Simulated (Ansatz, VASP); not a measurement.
## One calculation of Na3HSe, two programs

The input INCAR:

```
SYSTEM = Na3HSe
ALGO = Normal ; EDIFF = 1E-6
EDIFFG = -0.005 ; ENCUT = 600
GGA = PE ; IBRION = 2
ISIF = 3 ; ISMEAR = 0
IVDW = 12 ; LASPH = .TRUE.
LCHARG = .FALSE. ; LREAL = .FALSE.
LWAVE = .FALSE. ; NELM = 80
NSW = 70 ; PREC = Accurate
SIGMA = 0.02
```

The input KPOINTS:

```
k-points
0
G
  6 6 6
  0 0 0
```

POSCAR

```
Na3HSe
1.0
    4.5502916133      0.0000000000      0.0000000000
    0.0000000000      4.5502916133      0.0000000000
    0.0000000000      0.0000000000      4.5502916133
Na H Se
3 1 1
Direct
    0.0000000000      0.5000000000      0.5000000000
    0.5000000000      0.0000000000      0.5000000000
    0.5000000000      0.5000000000      0.0000000000
    0.5000000000      0.5000000000      0.5000000000
    0.0000000000      0.0000000000      0.0000000000
```

Input for Ansatz:

```yaml
crystal:
  lattice:
    - [4.5502916133, 0.0, 0.0]
    - [0.0, 4.5502916133, 0.0]
    - [0.0, 0.0, 4.5502916133]
  atoms:
    - { symbol: Na, position: [0.0, 0.5, 0.5] }
    - { symbol: Na, position: [0.5, 0.0, 0.5] }
    - { symbol: Na, position: [0.5, 0.5, 0.0] }
    - { symbol: H, position: [0.5, 0.5, 0.5] }
    - { symbol: Se, position: [0.0, 0.0, 0.0] }
basis:
  ecutwfc: 420
kpoints:
  mp_grid: { grid: [6, 6, 6] }
hamiltonian:
  xc: pbe
  dispersion: d3bj
scf:
  occupations: { method: gaussian, width: 0.02 }
output:
  forces: true
  stress: true
  eigenvalues: true
relax:
  adjacent_minimum: "off"
  f_tol: 0.005
  max_steps: 50
  cell: { stress_tol: 0.05 }
```

Alike in both runs: task relaxation of cell and atoms; functional PBE; dispersion D3(BJ); k mesh 6 × 6 × 6; occupations gaussian, width 0.02 eV; no spin polarisation.

|  | VASP | Ansatz |
| --- | --- | --- |
| version | VASP 6.6.1 | Ansatz 0.2.0 |
| potentials or method | VASP PAW PBE potentials, release 64 (Na_pv, H, Se), cutoff 600 eV | scalar-relativistic, plane waves, PAW |
| valence electrons in the cell | 28 | 44 |

|  | VASP | Ansatz | Ansatz less VASP |
| --- | --- | --- | --- |
| gap on the k mesh at the Fermi level, each at its own relaxed structure (eV) | 3.06 | 3.06 | +0.002 |
| relaxed volume (Å³/atom) | 17.47 | 17.45 | -0.016 |
| relaxed length of the cell vector where the two differ most in proportion (Å) | 4.437 | 4.436 | -0.0014 |

VASP's potentials hold 28 valence electrons a cell and Ansatz's 44, so a difference there can come from the potentials and not from the codes.
